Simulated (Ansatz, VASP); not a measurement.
PtSe: VASP and Ansatz over several settings

```xyz
2
Lattice="3.7019 0.0000 0.0000 -1.8509 3.2059 0.0000 0.0000 0.0000 3.6128" Properties=species:S:1:pos:R:3 pbc="T T T"
Pt    0.0000    0.0000    0.0000
Se    1.8509    1.0686    1.8064
```

Single points on this cell with VASP 6.6.1 and Ansatz 0.2.0. Each row is one pair of runs. Alike in all rows: spin: off; k mesh: 4 × 4 × 4; smearing: fermi-dirac, width 0.05 eV.

| level | VASP's potentials, cutoff | Ansatz's potentials, cutoff | gap on the k mesh at the Fermi level (eV), VASP | gap on the k mesh at the Fermi level (eV), Ansatz | pressure (GPa), VASP | pressure (GPa), Ansatz |
| --- | --- | --- | --- | --- | --- | --- |
| r2SCAN0 | VASP PAW PBE potentials, release 64 (Pt, Se), 520 eV | Ansatz PAW, 500 eV | none | none | -16.8 | -16.5 |
| r2SCANh | VASP PAW PBE potentials, release 64 (Pt, Se), 520 eV | Ansatz PAW, 500 eV | none | none | -15.1 | -15.0 |
| PBE-based screened hybrid | VASP PAW PBE potentials, release 64 (Pt, Se), 400 eV | Ansatz PAW, 420 eV | none | none | -12.4 | -12.3 |

Pressure (GPa): the two programs differ by at most 0.27.

VASP's potentials hold 16 valence electrons a cell and Ansatz's 34, so a difference there can come from the potentials and not from the codes.

A gap of «none» marks a metal or a gap that the smearing closes.

The k mesh is coarse, so the values compare programs but aren't converged. Spin-orbit coupling is off throughout.
